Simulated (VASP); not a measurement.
Wanted: the native input for a VASP 6.6.1 run.

| Quantity | Value |
| --- | --- |
| Task | single point |
| Functional | PBE |
| Potentials or basis | VASP PAW PBE potentials, release 64 (O) |
| Cutoff | 520 eV |
| k mesh | 12 × 12 × 12 |
| Occupations | fermi-dirac, width 0.05 eV |
| Spin | no spin polarisation |
| Dipole correction | no |
| Further INCAR settings | ALGO = Normal; EDIFF = 1e-06; NBANDS = 13 |

The structure of O lies in POSCAR:

```
O
1.0
    0.0000000000      1.9147547599      3.9501433705
    1.5215354374      0.0000000000      3.9501433705
    1.5215354374      1.9147547599      0.0000000000
O
2
Direct
    0.5789020000      0.5789020000      0.4210980000
    0.4210980000      0.4210980000      0.5789020000
```

One way to write it, as run:

INCAR

```
PREC = Accurate ; ENCUT = 520
EDIFF = 1E-6 ; ISMEAR = -1
SIGMA = 0.05 ; LREAL = False
LASPH = True ; NELM = 80
ALGO = Normal ; ISIF = 2
LWAVE = False ; LCHARG = True
GGA = PE ; LELF = True
LVHAR = True ; NBANDS = 13
```

KPOINTS

```
regular mesh
0
Gamma
  12 12 12
```

Potentials or basis: VASP PAW PBE potentials, release 64 (O).

Launch:

```sh
$ cat potpaw_PBE.64/O/POTCAR > POTCAR
$ mpirun -np 1 vasp_std > vasp.out
```

Results of the run:

```json
{
 "Pressure": "-3.5 GPa",
 "Largest force": "1.182 eV/Å",
 "Band gap on the k mesh": "zero (bands 6 and 7 overlap by 1.83 eV)"
}
```

Caveat: the standard files for N, O and F lose accuracy on very short bonds; spin is off for a triplet molecule; the cell stands under tension; this functional lacks dispersion, which holds the molecules together, so the pressure and a relaxed volume are unreliable; forces of over 1 eV/Å act on the atoms, so gaps and moduli don't describe the material at rest.

Wall time 73 s on 1 thread of Intel Xeon 8259CL (shared host), peak memory 0.19 GiB.
